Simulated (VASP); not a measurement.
Pd, 1 atom in the cell. It takes space group I4/mmm (No. 139, tetragonal). Conventional cell: a = 2.751 Å, b = 2.751 Å, c = 3.851 Å, α = 90.00°, β = 90.00°, γ = 90.00°. Pd (site symmetry 4/mmm) has 12 Pd at 2.74 to 2.75 Å within 3.6 Å.  This cell differs from its parent crystal: zz strain of -1 %.

- Program: VASP 6.6.1
- Task: single point
- Functional: PBEsol
- Potentials or basis: VASP PAW PBE potentials, release 64 (Pd)
- Cutoff: 520 eV
- k mesh: 18 × 18 × 18
- Occupations: fermi-dirac, width 0.05 eV
- Spin: no spin polarisation
- Dipole correction: no
- Further INCAR settings: ALGO = Normal; EDIFF = 1e-07; NBANDS = 11

Potentials or basis: VASP PAW PBE potentials, release 64 (Pd).

The run is started by

```console
$ cat potpaw_PBE.64/Pd/POTCAR > POTCAR
$ mpirun -np 1 vasp_std > vasp.out
```

Hardware: 1 thread of AMD EPYC 9R45 96-Core Processor (Zen 5) (shared host).

**Question.** How long does it take, and how much memory?

**Answer.** Run time: 36 s on 1 thread of AMD EPYC 9R45 96-Core Processor (Zen 5), with other jobs on the host, peak memory 0.16 GiB. Counts: scf iterations 12, k points 480.
